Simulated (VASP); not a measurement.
Here is a VASP 6.6.1 calculation.

The input INCAR:

```
PREC     = Accurate       # precision mode
ENCUT    = 520            # plane-wave cutoff, eV
EDIFF    = 1E-6           # SCF threshold, eV
ISMEAR   = 0              # smearing method
SIGMA    = 0.1            # smearing width, eV
LREAL    = False          # projectors in reciprocal space
LASPH    = True           # aspherical terms in the spheres
NELM     = 80             # most SCF steps
ALGO     = Normal         # electronic algorithm
ISIF     = 2              # what is computed and relaxed
LWAVE    = False          # write WAVECAR
LCHARG   = True           # write CHGCAR
GGA      = PE             # functional
LELF     = True           # ELF
LVHAR    = True         
NBANDS   = 20             # bands
```

The input KPOINTS:

```
regular mesh
0
Gamma
  6 6 6
```

File POSCAR:

```
AlC2
1.0
   -2.3279249384      2.3279249384      2.7345100142
    2.3279249384     -2.3279249384      2.7345100142
    2.3279249384      2.3279249384     -2.7345100142
Al C
2 4
Direct
    0.2500000000      0.2500000000      0.0000000000
    0.7500000000      0.7500000000      0.0000000000
    0.5990918675      0.0990918675      0.6981837351
    0.0990918675      0.4009081325      0.5000000000
    0.4009081325      0.9009081325      0.3018162649
    0.9009081325      0.5990918675      0.5000000000
```

Potentials or basis: VASP PAW PBE potentials, release 64 (Al, C).

Launch:

```console
$ cat potpaw_PBE.64/Al/POTCAR potpaw_PBE.64/C/POTCAR > POTCAR
$ mpirun -np 1 vasp_std > vasp.out
```

(1) Predict the largest force.

(2) Predict the pressure.

Answers

(1) 0.113 eV/Å.

(2) 0.2 GPa.
